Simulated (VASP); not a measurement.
Input of a VASP 6.6.1 run:

File POSCAR:

```
AlN
1.0
    0.0000000000      2.1839935596      2.1839935596
    2.1839935596      0.0000000000      2.1839935596
    2.1839935596      2.1839935596      0.0000000000
Al N
1 1
Direct
    0.0000000000      0.0000000000      0.0000000000
    0.2500000000      0.2500000000      0.2500000000
```

File INCAR.step1:

```
PREC     = Accurate       # precision mode
ENCUT    = 600            # plane-wave cutoff, eV
EDIFF    = 1E-5           # SCF threshold, eV
ISMEAR   = -1             # smearing method
SIGMA    = 0.05           # smearing width, eV
LREAL    = False          # projectors in reciprocal space
LASPH    = True           # aspherical terms in the spheres
NELM     = 100            # most SCF steps
ALGO     = Normal         # electronic algorithm
LWAVE    = True           # write WAVECAR
LCHARG   = False          # write CHGCAR
GGA      = PE             # functional
NBANDS   = 11             # bands
```

Contents of INCAR.step2:

```
PREC     = Accurate       # precision mode
ENCUT    = 600            # plane-wave cutoff, eV
EDIFF    = 1E-6           # SCF threshold, eV
ISMEAR   = -1             # smearing method
SIGMA    = 0.05           # smearing width, eV
LREAL    = False          # projectors in reciprocal space
LASPH    = True           # aspherical terms in the spheres
NELM     = 100            # most SCF steps
ALGO     = Normal         # electronic algorithm
ISIF     = 3              # what is computed and relaxed
LWAVE    = False          # write WAVECAR
LCHARG   = False          # write CHGCAR
GGA      = PS             # functional
LHFCALC  = True           # exact exchange
AEXX     = 0.25           # exact-exchange fraction
HFSCREEN = 0.207          # screening, 1/A
PRECFOCK = Normal       
IBRION   = 2              # ionic algorithm
NSW      = 60             # ionic steps
EDIFFG   = -0.01          # ionic threshold
ISTART   = 1
```

The input KPOINTS:

```
Automatic mesh
0
Gamma
  5 5 5
```

Potentials or basis: VASP PAW PBE potentials, release 64 (Al, N).

Launch:

```bash
$ cat potpaw_PBE.64/Al/POTCAR potpaw_PBE.64/N/POTCAR > POTCAR
$ cp INCAR.step1 INCAR
$ mpirun -np 1 vasp_std > vasp.out
$ cp INCAR.step2 INCAR
$ mpirun -np 1 vasp_std > vasp.out
```

Problem. Predict the relaxed cell.

Solution. a = 3.075 Å, b = 3.075 Å, c = 3.075 Å, α = 60.00°, β = 60.00°, γ = 60.00°.

Problem. What does it give for the relaxed volume?

Solution. 10.28 Å³/atom.

Final structure:
```
CELL_PARAMETERS angstrom
0.00000 2.17466 2.17466
2.17466 0.00000 2.17466
2.17466 2.17466 0.00000
ATOMIC_POSITIONS crystal
Al 0.00000 0.00000 0.00000
N 0.25000 0.25000 0.25000
```

Caveat: the k points lie up to 0.50 Å⁻¹ apart in the final cell; the PAW data sets were made with another functional, which shifts forces and pressure a little.
